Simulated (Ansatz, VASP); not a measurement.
## Two plane-wave programs on Bi

The input INCAR:

```
SYSTEM = Bi
PREC = Accurate
ENCUT = 520
EDIFF = 1E-6
ISMEAR = -1
SIGMA = 0.1
LREAL = .False.
LASPH = .True.
NELM = 80
ALGO = Normal
ISIF = 2
LWAVE = .False.
LCHARG = .False.
NBANDS = 14
```

File KPOINTS:

```
regular mesh
0
Gamma
  13 13 13
  0 0 0
```

POSCAR

```
Bi
1.0
    0.0000000000      2.3510375529      2.3510375529
    2.3510375529      0.0000000000      2.3510375529
    2.3510375529      2.3510375529      0.0000000000
Bi
1
Direct
    0.0000000000      0.0000000000      0.0000000000
```

Input for Ansatz:

```yaml
crystal:
  lattice:
    - [0.0, 2.3510375529, 2.3510375529]
    - [2.3510375529, 0.0, 2.3510375529]
    - [2.3510375529, 2.3510375529, 0.0]
  atoms:
    - { symbol: Bi, position: [0.0, 0.0, 0.0] }
hamiltonian:
  xc: lda
  pseudopotentials:
    kind: paw
    azcp:
      Bi: "pseudopotentials/Bi.paw.azcp"
basis:
  ecutwfc: 420
  fft_grid_basis: typed
kpoints:
  mp_grid: { grid: [13, 13, 13], shift: [0, 0, 0] }
magnetization:
  spin_polarized: false
scf:
  occupations: { method: fermi_dirac, width: 0.1 }
  lower_state_search: "off"
output:
  stress: true
  write_density: true
  write_potential: true
  elf: true
  volumetric_format: npy
```

Alike in both runs: task single point; functional LDA; k mesh 13 × 13 × 13; occupations fermi-dirac, width 0.1 eV; no spin polarisation.

|  | VASP | Ansatz |
| --- | --- | --- |
| version | VASP 6.6.1 | Ansatz 0.2.0 |
| potentials or method | VASP PAW LDA potentials, release 64 (Bi_d), cutoff 520 eV | plane waves (420 eV) with PAW, scalar-relativistic |
| valence electrons in the cell | 15 | 15 |

Ansatz gave:

```
pressure (GPa) : 10.7
```

Problem. Estimate VASP's values.

Solution. Pressure (GPa): 10.9.

Ansatz warns that its potentials were made for another functional, while VASP's fit it. LDA's correlation is that of Perdew and Zunger in VASP and of Perdew and Wang (1992) in Ansatz.

Neither program's run includes spin-orbit coupling.
